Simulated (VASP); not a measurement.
Set up this calculation in VASP 6.6.1, as the native input.

```
Task                   : single point
Functional             : r2SCAN
Potentials or basis    : VASP PAW PBE potentials, release 64 (B, N)
Cutoff                 : 520 eV
k mesh                 : 10 × 4 × 6
Occupations            : gaussian, width 0.02 eV
Spin                   : no spin polarisation
Dipole correction      : no
Further INCAR settings : ALGO = Normal; EDIFF = 1e-07; NBANDS = 26
```

BN:

```
B N
1.0
     2.42655    0.00000    0.00000
     0.00000    6.98639    0.00000
     0.00000    0.00000    4.35808
B N
4 4
Cartesian
  1.2133 0.0000 2.1736
  1.2133 3.4932 -0.0054
  0.0000 0.0000 -0.0054
  0.0000 3.4932 2.1736
  1.2133 0.0000 0.7319
  1.2133 3.4932 2.9110
  0.0000 0.0000 2.9110
  0.0000 3.4932 0.7319
```

This cell differs from its parent crystal: uniaxial strain along a: -3.0 %, then relaxed in part.

One way to write it, as run:

POSCAR

```
BN
1.0
    2.4265486333      0.0000000000      0.0000000000
    0.0000000000      6.9863891291      0.0000000000
    0.0000000000      0.0000000000      4.3580849843
B N
4 4
Direct
    0.5000000000      0.0000000000      0.4987526603
    0.5000000000      0.5000000000     -0.0012473397
    0.0000000000      0.0000000000     -0.0012473397
    0.0000000000      0.5000000000      0.4987526603
    0.5000000000      0.0000000000      0.1679473297
    0.5000000000      0.5000000000      0.6679473297
    0.0000000000      0.0000000000      0.6679473297
    0.0000000000      0.5000000000      0.1679473297
```

INCAR.step1

```
SYSTEM = BN
PREC = Accurate ; ENCUT = 520
ISMEAR = 0 ; SIGMA = 0.02
LREAL = .FALSE. ; LASPH = .TRUE.
NELM = 80 ; NBANDS = 26
GGA = PE ; ALGO = Normal
EDIFF = 1E-4 ; LWAVE = .TRUE.
LCHARG = .FALSE.
```

INCAR.step2

```
SYSTEM = BN
PREC = Accurate ; ENCUT = 520
EDIFF = 1E-7 ; ISMEAR = 0
SIGMA = 0.02 ; LREAL = .FALSE.
LASPH = .TRUE. ; NELM = 80
ALGO = Normal ; ISIF = 2
LWAVE = .FALSE. ; LCHARG = .FALSE.
METAGGA = R2SCAN ; LMIXTAU = .TRUE.
NBANDS = 26 ; ISTART = 1
```

KPOINTS

```
Automatic mesh
0
G
  10 4 6
  0 0 0
```

Potentials or basis: VASP PAW PBE potentials, release 64 (B, N).

The run is started by

```bash
$ cat potpaw_PBE.64/B/POTCAR potpaw_PBE.64/N/POTCAR > POTCAR
$ cp INCAR.step1 INCAR
$ mpirun -np 1 vasp_std > vasp.out
$ cp INCAR.step2 INCAR
$ mpirun -np 1 vasp_std > vasp.out
```

Results of the run:

```yaml
Pressure: 9.3 GPa
Largest_force: 0.003 eV/Å
Band_gap_on_the_k_mesh: 4.14 eV
```

Caveat: the cell differs from its parent crystal (uniaxial strain along a: -3.0 %, then relaxed in part); the stress differs along the axes, from -0 to 27 GPa; the PAW data sets were made with another functional, which shifts forces and pressure a little.

Wall time 3.4 min on 1 thread of Intel(R) Xeon(R) 6975P-C (Granite Rapids), with other jobs on the host, peak memory 0.24 GiB.
